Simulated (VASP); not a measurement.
# Ba16O (a cell with a defect) in VASP: single point with PBE

Aim: the single point of Ba16O (a cell with a defect) with PBE.

Everything below comes from runs of VASP 6.6.1. Logs are shortened: lines on timing, memory, paths and dates and some standing lists are left out, and cuts for length are marked.

## (1) The cell of the first run

The cell holds a defect, 17 atoms: a = 10.989 Å, b = 10.989 Å, c = 10.989 Å, α = 109.47°, β = 109.47°, γ = 109.47°.

## (2) Single point, PBE

File INCAR:

```
  PREC = Accurate
  ENCUT = 520
  EDIFF = 1E-7
  ISMEAR = 0
  SIGMA = 0.1
  LREAL = Auto
  LASPH = True
  NELM = 60
  ALGO = Fast
  ISIF = 2
  LWAVE = False
  LCHARG = True
  GGA = PE
  LELF = True
  LVHAR = True
  NBANDS = 97
```

File KPOINTS:

```
regular mesh
0
Gamma
  3 3 3
```

File POSCAR:

```
Ba16O
1.0
   -6.3446647918     -6.3446647918     -6.3446647918
   -6.3446647918      6.3446647918      6.3446647918
    6.3446647918      6.3446647918     -6.3446647918
Ba O
16 1
Direct
    0.7495485035     -0.0092652649      0.2495597564
    0.5099101538      0.0025069094      0.4941361920
    0.2493049754     -0.0083048517      0.7493177585
    0.7416173516      0.4974894819      0.7574099905
    0.7545316667      0.2515760174      0.0029771470
    0.5029651849      0.2515757022      0.2545429984
    0.2529477999      0.2484042186      0.5013950468
    0.0013851796      0.2484046126      0.7529590068
   -0.0058763546      0.0025021810      0.0099180969
    0.7548091439      0.7499934443      0.5108846734
    0.4592501882      0.7499940747      0.7353158367
    0.5088079679      0.5092465254      0.0088174083
    0.2573977592      0.4974874329      0.2416248218
    0.0076040266      0.5082919438      0.5076149971
    0.2353094370      0.7499939959     -0.0407438389
    0.0108789041      0.7499950204      0.2548251252
    0.2178379860     -0.2500074554     -0.2821697534
```

Potentials or basis: VASP PAW PBE potentials, release 64 (Ba_sv, O).

Started as:

```console
$ cat potpaw_PBE.64/Ba_sv/POTCAR potpaw_PBE.64/O/POTCAR > POTCAR
$ mpirun -np 1 vasp_std > vasp.out
```

OUTCAR:

```text
PREC = Accurate
   ENCUT = 520
   EDIFF = 1E-7
   ISMEAR = 0
   LREAL = Auto
   LASPH = True
   NELM = 60
   ISIF = 2
   GGA = PE

 ion  position               nearest neighbor table
   1  0.750  0.991  0.250-  12 4.32   2 4.35   9 4.35  10 4.51  16 4.51   8 4.52   7 4.52   5 4.55
                             6 4.55  15 4.64  11 4.64  14 4.64
   2  0.510  0.003  0.494-   1 4.35   6 4.39   8 4.41   4 4.45  11 4.46  10 4.47  16 4.48   7 4.51
                            13 4.53   5 4.57   3 4.63
   3  0.249  0.992  0.749-  17 2.45  15 4.06  11 4.06  14 4.34  16 4.44  10 4.44   8 4.53   7 4.53
                             6 4.53   5 4.53   9 4.63   2 4.63  12 4.64
   4  0.742  0.497  0.757-  12 4.35   7 4.39   5 4.41   2 4.45  15 4.46  16 4.47  10 4.48   6 4.51
                             9 4.53   8 4.57  14 4.63
   5  0.755  0.252  0.003-   9 4.39   4 4.41   8 4.46  16 4.47  13 4.51   6 4.51  12 4.52  11 4.52
                            14 4.53   3 4.53   1 4.55   2 4.57
   6  0.503  0.252  0.255-   2 4.39  13 4.41   7 4.46  10 4.47   4 4.51   5 4.51  12 4.52  15 4.52
                            14 4.53   3 4.53   1 4.55   9 4.57
   7  0.253  0.248  0.501-   4 4.39   9 4.41   6 4.46  16 4.47   2 4.51   8 4.51   1 4.52  11 4.52
                             3 4.53  14 4.53  12 4.55  13 4.57
   8  0.001  0.248  0.753-  13 4.39   2 4.41   5 4.46  10 4.47   9 4.51   7 4.51   1 4.52  15 4.52
                             3 4.53  14 4.53  12 4.55   4 4.57
   9  0.994  0.003  0.010-   1 4.35   5 4.39   7 4.41  13 4.45  15 4.46  16 4.47  10 4.48   8 4.51
                             4 4.53   6 4.57   3 4.63
  10  0.755  0.750  0.511-   3 4.44  14 4.44  13 4.47   2 4.47   8 4.47   6 4.47   4 4.48   9 4.48
                             1 4.51  12 4.51  16 4.60  11 4.69
  11  0.459  0.750  0.735-  17 2.60  15 4.02  14 4.06   3 4.06  13 4.46   2 4.46   5 4.52   7 4.52
                             1 4.64  12 4.64  10 4.69
  12  0.509  0.509  0.009-   1 4.32   4 4.35  13 4.35  10 4.51  16 4.51   5 4.52   6 4.52   7 4.55
                             8 4.55  15 4.64  11 4.64   3 4.64
  13  0.257  0.497  0.242-  12 4.35   8 4.39   6 4.41   9 4.45  11 4.46  10 4.47  16 4.48   5 4.51
                             2 4.53   7 4.57  14 4.63
  14  0.008  0.508  0.508-  17 2.45  15 4.06  11 4.06   3 4.34  16 4.44  10 4.44   5 4.53   6 4.53
                             8 4.53   7 4.53   4 4.63  13 4.63   1 4.64
  15  0.235  0.750  0.959-  17 2.60  11 4.02   3 4.06  14 4.06   4 4.46   9 4.46   6 4.52   8 4.52
                             1 4.64  12 4.64  16 4.69
  16  0.011  0.750  0.255-   3 4.44  14 4.44   9 4.47   4 4.47   7 4.47   5 4.47  13 4.48   2 4.48
                             1 4.51  12 4.51  10 4.60  15 4.69
  17  0.218  0.750  0.718-  14 2.45   3 2.45  11 2.60  15 2.60

  LATTYP: Found a body centered cubic cell.
 ALAT       =    12.6893295836

  Lattice vectors:

 A1 = (  -6.3446647918,  -6.3446647918,  -6.3446647918)
 A2 = (  -6.3446647918,   6.3446647918,   6.3446647918)
 A3 = (   6.3446647918,   6.3446647918,  -6.3446647918)

Analysis of symmetry for initial positions (statically):
=====================================================================
 Subroutine PRICEL returns:
 Original cell was already a primitive cell.

 Routine SETGRP: Setting up the symmetry group for a
 body centered cubic supercell.

 Subroutine GETGRP returns: Found  2 space group operations
 (whereof  1 operations were pure point group operations)
 out of a pool of 48 trial point group operations.

The static configuration has the point symmetry C_1 .
 The point group associated with its full space group is C_1h.

Analysis of symmetry for dynamics (positions and initial velocities):
=====================================================================
 Subroutine PRICEL returns:
 Original cell was already a primitive cell.

 Routine SETGRP: Setting up the symmetry group for a
 body centered cubic supercell.

 Subroutine GETGRP returns: Found  2 space group operations
 (whereof  1 operations were pure point group operations)
 out of a pool of 48 trial point group operations.

The dynamic configuration has the point symmetry C_1 .
 The point group associated with its full space group is C_1h.

 Subroutine INISYM returns: Found  2 space group operations
 (whereof  1 operations are pure point group operations),
 and found     1 'primitive' translations

----------------------------------------------------------------------------------------

                                     Primitive cell

  volume of cell :    1021.6121

  direct lattice vectors                    reciprocal lattice vectors
    -6.344664792 -6.344664792 -6.344664792    -0.078806370  0.000000000 -0.078806370
    -6.344664792  6.344664792  6.344664792    -0.078806370  0.078806370  0.000000000
     6.344664792  6.344664792 -6.344664792     0.000000000  0.078806370 -0.078806370

  length of vectors
    10.989281776 10.989281776 10.989281776     0.111449037  0.111449037  0.111449037

  position of ions in fractional coordinates (direct lattice)
     0.749548504  0.990734735  0.249559756
     0.509910154  0.002506909  0.494136192
     0.249304975  0.991695148  0.749317758
     0.741617352  0.497489482  0.757409991
     0.754531667  0.251576017  0.002977147
     0.502965185  0.251575702  0.254542998
[... 9 lines left out ...]
     0.010878904  0.749995020  0.254825125
     0.217837986  0.749992545  0.717830247

  ion indices of the primitive-cell ions
   primitive index   ion index
                 1           1
                 2           2
                 3           3
                 4           4
                 5           5
                 6           6
[... 9 lines left out ...]
                16          16
                17          17

----------------------------------------------------------------------------------------

 KPOINTS: regular mesh

Automatic generation of k-mesh.
 Grid dimensions read from file:
 generate k-points for:    3    3    3

 Generating k-lattice:

  Cartesian coordinates                     Fractional coordinates (reciprocal lattice)
    -0.026268790  0.000000000 -0.026268790     0.333333333  0.000000000  0.000000000
    -0.026268790  0.026268790  0.000000000     0.000000000  0.333333333  0.000000000
     0.000000000  0.026268790 -0.026268790     0.000000000  0.000000000  0.333333333

  Length of vectors
     0.037149679  0.037149679  0.037149679

  Shift w.r.t. Gamma in fractional coordinates (k-lattice)
     0.000000000  0.000000000  0.000000000

 Subroutine IBZKPT returns following result:
 ===========================================

 Found     10 irreducible k-points:

 Following reciprocal coordinates:
            Coordinates               Weight
  0.000000  0.000000  0.000000      1.000000
  0.333333  0.000000  0.000000      4.000000
  0.000000  0.333333  0.000000      2.000000
  0.000000  0.000000  0.333333      4.000000
  0.333333  0.000000 -0.333333      2.000000
  0.333333  0.333333  0.000000      2.000000
  0.000000  0.333333  0.333333      2.000000
  0.333333  0.000000  0.333333      4.000000
 -0.333333  0.333333  0.333333      4.000000
  0.333333 -0.333333  0.333333      2.000000
   k-points           NKPTS =     10   k-points in BZ     NKDIM =     10   number of bands    NBANDS=     97
   number of dos      NEDOS =    301   number of ions     NIONS =     17
   total plane-waves  NPLWV = 592704
   dimension x,y,z NGX =    84 NGY =   84 NGZ =   84
   dimension x,y,z NGXF=   168 NGYF=  168 NGZF=  168
   ions per type =              16   1
   NGX,Y,Z   is equivalent  to a cutoff of  12.71, 12.71, 12.71 a.u.
   NGXF,Y,Z  is equivalent  to a cutoff of  25.42, 25.42, 25.42 a.u.
 SYSTEM =  unknown system
   PREC   = accura    normal or accurate (medium, high low for compatibility)
   ISTART =      0    job   : 0-new  1-cont  2-samecut
   ICHARG =      2    charge: 1-file 2-atom 10-const
   ISPIN  =      1    spin polarized calculation?
   LNONCOLLINEAR =      F non collinear calculations
   LSORBIT =      F    spin-orbit coupling
   LASPH  =      T    aspherical Exc in radial PAW
   ENCUT  =  520.0 eV  38.22 Ry    6.18 a.u.  20.43 20.43 20.43*2*pi/ulx,y,z
   NELM   =     60;   NELMIN=  2; NELMDL= -5     # of ELM steps
   EDIFF  = 0.1E-06   stopping-criterion for ELM
   LREAL  =      T    real-space projection
   EDIFFG = 0.1E-05   stopping-criterion for IOM
   NSW    =      0    number of steps for IOM
   IBRION =     -1    ionic relax: 0-MD 1-quasi-New 2-CG
   NFREE  =      0    steps in history (QN), initial steepest desc. (CG)
   ISIF   =      2    stress and relaxation
   ISYM   =      2    0-nonsym 1-usesym 2-fastsym
   POTIM  = 0.5000    time-step for ionic-motion
   TEBEG  =    0.0;   TEEND  =   0.0 temperature during run
   PSTRESS=    0.0 pullay stress
   NELECT =     166.0000    total number of electrons
   NUPDOWN=      -1.0000    fix difference up-down
   EMIN   =  10.00;   EMAX   =-10.00  energy-range for DOS
   EFERMI =   0.00;   METHOD = LEGACY
   ISMEAR =     0;   SIGMA  =   0.10  broadening in eV -4-tet -1-fermi 0-gaus
   EFERMI_NEDOS =   21; number of points for ismear=-14 and -15
   IALGO  =     68    algorithm
   IMIX   =      4    mixing-type and parameters
     AMIX     =   0.40;   BMIX     =  1.00
     AMIX_MAG =   1.60;   BMIX_MAG =  1.00
  volume/ion in A,a.u.               =      60.09       405.54
  Fermi-wavevector in a.u.,A,eV,Ry     =   0.893337  1.688163 10.858153  0.798052
  Thomas-Fermi vector in A             =   2.015402
   LORBIT       =      0    0 simple, 1 ext, 2 COOP (PROOUT), +10 PAW based schemes
   GGA     = PE    functional components
   LHFCALC =     F    Hartree Fock is set to
   AEXX    =    0.0000 exact exchange contribution
   IVDW    =     0    specifies the selected vdW correction
   LEPSILON=     F    determine dielectric tensor
   LRPA    =     F    only Hartree local field effects (RPA)
 non-spin polarized calculation
 RMM-DIIS sequential band-by-band and
 Gauss-broadening in eV      SIGMA  =   0.10
  energy-cutoff  :      520.00
  volume of cell :     1021.61
 maximum number of plane-waves:     27547
 NGX is ok and might be reduce to    84
   NGX = 41   NGY = 41   NGZ = 41

 number of electron     165.9999998 magnetization

 Free energy of the ion-electron system (eV)
  ---------------------------------------------------
  ext. energy  EPLUGINS =         0.00000000
  ---------------------------------------------------
  free energy    TOTEN  =       -39.93905793 eV

  energy without entropy =      -39.82316761  energy(sigma->0) =      -39.88111277

 E-fermi :   1.6726     XC(G=0):  -7.3876

 val. band max:        1.6596985496   @ k =   0.3333   0.0000   0.3333
 cond. band min:       1.7022747267   @ k =   0.3333   0.0000  -0.3333
 fundamental gap:      0.0425761771
 Fermi energy:         1.6725988358

 k-point     1 :       0.0000    0.0000    0.0000
  band No.  band energies     occupation
      1     -27.2861      2.00000
      2     -27.2730      2.00000
      3     -27.2631      2.00000
      4     -27.2507      2.00000
      5     -27.2503      2.00000
      6     -27.2471      2.00000
[... 87 lines left out ...]
     94       2.4191      0.00000
     95       2.4552      0.00000

 k-point     2 :       0.3333    0.0000    0.0000
  band No.  band energies     occupation
      1     -27.2833      2.00000
      2     -27.2744      2.00000
      3     -27.2627      2.00000
      4     -27.2569      2.00000
      5     -27.2512      2.00000
      6     -27.2479      2.00000
[... 773 lines left out ...]
     94       2.3852      0.00000
     95       2.4019      0.00000

 k-point    10 :       0.3333   -0.3333    0.3333
  band No.  band energies     occupation
      1     -27.2813      2.00000
      2     -27.2748      2.00000
      3     -27.2615      2.00000
      4     -27.2561      2.00000
      5     -27.2559      2.00000
      6     -27.2507      2.00000
[... 87 lines left out ...]
     94       2.3868      0.00000
     95       2.3998      0.00000
 [bands above 95 left out]

------------------------ aborting loop because EDIFF is reached ----------------------------------------

  FORCE on cell =-STRESS in cart. coord.  units (eV):
  Direction    XX          YY          ZZ          XY          YZ          ZX
  --------------------------------------------------------------------------------------
  -------------------------------------------------------------------------------------
  Total        2.4116716      2.4116716      1.8439171      0.0786068      0.0006173      0.0006169
  in kB        3.7821846      3.7821846      2.8917845      0.1232777      0.0009680      0.0009675
  external PRESSURE =       3.4853846 kB  Pullay stress =       0.0000000 kB

 VOLUME and BASIS-vectors are now :
 -----------------------------------------------------------------------------
  energy-cutoff  :      520.00
  volume of cell :     1021.61
      direct lattice vectors                 reciprocal lattice vectors
    -6.344664792 -6.344664792 -6.344664792    -0.078806370  0.000000000 -0.078806370
    -6.344664792  6.344664792  6.344664792    -0.078806370  0.078806370  0.000000000
     6.344664792  6.344664792 -6.344664792     0.000000000  0.078806370 -0.078806370

 POSITION                                       TOTAL-FORCE (eV/Angst)
 -----------------------------------------------------------------------------------
     -9.45814      3.11362     -0.05313        -0.026238      0.026304      0.004571
     -0.11599     -0.08418     -6.35443         0.017853      0.020080      0.032603
     -3.11956      9.46439     -0.04395        -0.128033      0.128073      0.131139
     -3.05621      3.25660     -6.35442        -0.017767     -0.020071      0.032532
     -6.36453     -3.17220     -3.20997        -0.004044      0.011701      0.018393
     -3.17232      0.02001     -3.20997        -0.011583      0.004017      0.018340
[... 9 lines left out ...]
     -3.21071      6.30622      3.07266        -0.028493     -0.028493      0.108695
     -1.58617      7.93073     -1.17805        -0.000225     -0.000225     -0.477126
 -----------------------------------------------------------------------------------
    total drift:                                0.043124     -0.043604      0.003800

  FREE ENERGIE OF THE ION-ELECTRON SYSTEM (eV)
  ---------------------------------------------------
  free  energy   TOTEN  =       -39.9390579260 eV

  energy  without entropy=      -39.8231676130  energy(sigma->0) =      -39.88111277
```

It took 1.9 h on 1 thread of Oxide Virtual Turin-like, shared host; peak memory 1.5 GiB.

Results:

```yaml
Free_energy: -39.9391 eV
Pressure: 0.3 GPa
Largest_force: 0.477 eV/Å
Band_gap_on_the_k_mesh: zero (bands 83 and 84 overlap by 0.44 eV)
```

Forces in eV/Å, atoms in the order of the input:
```
Ba  -0.026  0.026  0.005
Ba   0.018  0.020  0.033
Ba  -0.128  0.128  0.131
Ba  -0.018 -0.020  0.033
Ba  -0.004  0.012  0.018
Ba  -0.012  0.004  0.018
Ba   0.012 -0.004  0.018
Ba   0.004 -0.012  0.018
Ba  -0.020 -0.018  0.033
Ba   0.029  0.029  0.109
Ba  -0.059 -0.059 -0.108
Ba   0.026 -0.026  0.005
Ba   0.020  0.018  0.033
Ba   0.128 -0.128  0.131
Ba   0.059  0.059 -0.108
Ba  -0.028 -0.028  0.109
O    0.000  0.000 -0.477
```

Caveat: spin-orbit coupling is left out, which moves the levels of the heavy elements.

The gap in the log of VASP goes by the Fermi energy; the results here count the filled bands.